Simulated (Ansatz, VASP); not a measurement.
## Two plane-wave programs on In

The input INCAR:

```
SYSTEM = In
  ALGO = Normal
  EDIFF = 1E-7
  ENCUT = 520
  GGA = PE
  ISIF = 2
  ISMEAR = -1
  LASPH = .TRUE.
  LCHARG = .FALSE.
  LREAL = .FALSE.
  LWAVE = .FALSE.
  NBANDS = 12
  NELM = 60
  PREC = Accurate
  SIGMA = 0.1
```

Contents of KPOINTS:

```
k-points
0
G
  8 8 8
  0 0 0
```

The input POSCAR:

```
In
1.0
   -1.6357220149      1.6357220149      2.5628916668
    1.6357220149     -1.6357220149      2.5628916668
    1.6357220149      1.6357220149     -2.5628916668
In
1
Direct
    0.0000000000      0.0000000000      0.0000000000
```

Input for Ansatz:

```yaml
crystal:
  lattice:
    - [-1.6357220148926304, 1.6357220148926304, 2.5628916667536537]
    - [1.6357220148926304, -1.6357220148926304, 2.5628916667536537]
    - [1.6357220148926304, 1.6357220148926304, -2.5628916667536537]
  atoms:
    - { symbol: In, position: [-1.6261347143283157e-33, -4.261673762326129e-34, -1.832872048305967e-33] }
kpoints:
  mp_grid:
    grid: [8, 8, 8]
hamiltonian:
  xc: pbe
scf:
  occupations:
    method: fermi_dirac
    width: 0.1
output:
  forces: true
  stress: true
```

Alike in both runs: task single point; functional PBE; k mesh 8 × 8 × 8; occupations fermi-dirac, width 0.1 eV; no spin polarisation.

|  | VASP | Ansatz |
| --- | --- | --- |
| version | VASP 6.6.1 | Ansatz 0.2.0 |
| potentials or method | VASP PAW PBE potentials, release 64 (In_d) | plane waves, PAW |
| plane-wave cutoff (eV) | 520 | 420 |
| valence electrons in the cell | 13 | 13 |

Ansatz gave:

| Item | Value |
| --- | --- |
| pressure (GPa) | 0.0 |
| traceless stress, the component that is largest in VASP (GPa) | 1.38 |

Question: Estimate VASP's values.

Answer: Pressure (GPa): -0.1; traceless stress, the component that is largest in VASP (GPa): 1.38.
